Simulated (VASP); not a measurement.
Wanted: the native input for a VASP 6.6.1 run.

```
Task                   : single point
Functional             : r2SCAN
Potentials or basis    : VASP PAW PBE potentials, release 64 (Hf_pv)
Cutoff                 : 520 eV
k mesh                 : 8 × 8 × 7
Occupations            : fermi-dirac, width 0.05 eV
Spin                   : non-collinear spin, zero start, spin-orbit coupling
Starting moments       : [[0.0, 0.0, 0.0]] μB
Dipole correction      : no
Further INCAR settings : ALGO = Normal; EDIFF = 1e-06; NBANDS = 21
```

The system is Hf.

```xyz
1
Lattice="0.1193 2.3431 1.9928 2.3211 0.1248 1.9873 2.4498 2.4662 -0.0039" Properties=species:S:1:pos:R:3 pbc="T T T"
Hf    0.0000    0.0000    0.0000
```

These files were run (other wordings do the same):

POSCAR

```
Hf
1.0
    0.1192699600      2.3430520200      1.9928205800
    2.3210866400      0.1247983600      1.9872921700
    2.4497549800      2.4661919600     -0.0038699800
Hf
1
Direct
    0.0000000000      0.0000000000      0.0000000000
```

INCAR.step1

```
PREC = Accurate
ENCUT = 520
ISMEAR = -1
SIGMA = 0.05
LREAL = False
LASPH = True
NELM = 150
MAGMOM = 0 0 0
LSORBIT = True
GGA_COMPAT = False
LMAXMIX = 4
NBANDS = 21
GGA = PE
ALGO = Normal
EDIFF = 1E-4
LWAVE = True
LCHARG = False
```

INCAR.step2

```
PREC = Accurate
ENCUT = 520
EDIFF = 1E-6
ISMEAR = -1
SIGMA = 0.05
LREAL = False
LASPH = True
NELM = 150
ALGO = Normal
ISIF = 2
LWAVE = False
LCHARG = False
MAGMOM = 0 0 0
LORBIT = 11
LSORBIT = True
GGA_COMPAT = False
LORBMOM = True
LMAXMIX = 4
METAGGA = R2SCAN
LMIXTAU = True
NBANDS = 21
ISTART = 1
```

KPOINTS

```
regular mesh
0
Gamma
  8 8 7
```

Potentials or basis: VASP PAW PBE potentials, release 64 (Hf_pv).

Command:

```console
$ cat potpaw_PBE.64/Hf_pv/POTCAR > POTCAR
$ cp INCAR.step1 INCAR
$ mpirun -np 1 vasp_ncl > vasp.out
$ cp INCAR.step2 INCAR
$ mpirun -np 1 vasp_ncl > vasp.out
```

It gave:

```json
{
  "Pressure": "2.2 GPa",
  "Net moment": "0.00 μB per cell",
  "Valence electrons inside the program's atomic spheres": "Hf 8.47"
}
```

Caveat: the PAW data sets were made with another functional, which shifts forces and pressure a little.

It took 7.9 min on 1 thread of Intel(R) Xeon(R) Platinum 8559C (Emerald Rapids), with other jobs on the host, peak memory 0.33 GiB.
